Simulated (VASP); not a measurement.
Runs of VASP 6.6.1 on Li2Si2Au3. The structure is that of space group P-4m2 (No. 115), or close to it. The cells are those of the table. 

| task | cell | k mesh | cutoff (eV) | smearing | gap on the mesh (eV) | largest force (eV/Å) |
| --- | --- | --- | --- | --- | --- | --- |
| single point | a = 4.306, b = 4.306, c = 6.204 Å, 7 atoms | 8 × 8 × 6 | 520 | gaussian 0.1 eV | none | 0.01 |
| single point | a = 4.354, b = 4.354, c = 6.085 Å, 7 atoms | 4 × 4 × 3 | 520 | gaussian 0.2 eV | none | (a) |
| relaxation of cell and atoms | relaxed from a = 4.240, b = 4.240, c = 6.000 Å, 7 atoms | 4 × 4 × 3 | 600 | gaussian 0.2 eV | none | 0.07 |
| single point | a = 4.306, b = 4.306, c = 6.204 Å, 7 atoms | 6 × 6 × 4 | 520 | gaussian 0.2 eV | none | 0.02 |
| single point | a = 4.277, b = 4.276, c = 6.276 Å, 7 atoms | 6 × 6 × 4 | 520 | gaussian 0.2 eV | none | 0.02 |

Alike in all rows: level PBE; potentials or basis VASP PAW PBE potentials, release 64 (Li_sv, Si, Au); no spin polarisation.

Estimate the missing entries.

(a) 0.05.

Caveats: some runs use coarse meshes; spin-orbit coupling is left out, which moves the levels of the heavy elements; the relaxation stopped at a loose force limit of 0.08 eV/Å, so its end isn't a converged minimum (some runs).

A k mesh can miss the band edges, and the runs leave out spin-orbit coupling on Au.

A gap of «none» marks levels without a gap at the run's occupations.
